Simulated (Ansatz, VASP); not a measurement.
## SiC: VASP beside Ansatz

```
Si C
1.0
     0.01005    2.20171    2.18455
     2.20171    0.01005    2.18455
     2.21176    2.21176    0.00000
Si C
1 1
Direct
  0.00044 0.00044 0.99956
  0.24956 0.24956 0.25044
```

Change from the starting cell: strained cell.

Alike in both runs: task relaxation of the atoms; functional PBE; k mesh 10 × 10 × 10; occupations gaussian, width 0.02 eV; no spin polarisation.

|  | VASP | Ansatz |
| --- | --- | --- |
| version | VASP 6.6.1 | Ansatz 0.2.0 |
| potentials or method | VASP PAW PBE potentials, release 64 (Si, C), cutoff 520 eV | scalar-relativistic, plane waves, PAW |
| valence electrons in the cell | 8 | 8 |

VASP gave:

| Quantity | Value |
| --- | --- |
| gap on the k mesh at the Fermi level, each at its own relaxed structure (eV) | 1.29 |

Task: Which values does Ansatz return?

Result: gap on the k mesh at the Fermi level, each at its own relaxed structure (eV): 1.30.

Ansatz's warnings: stress scf threshold loose.
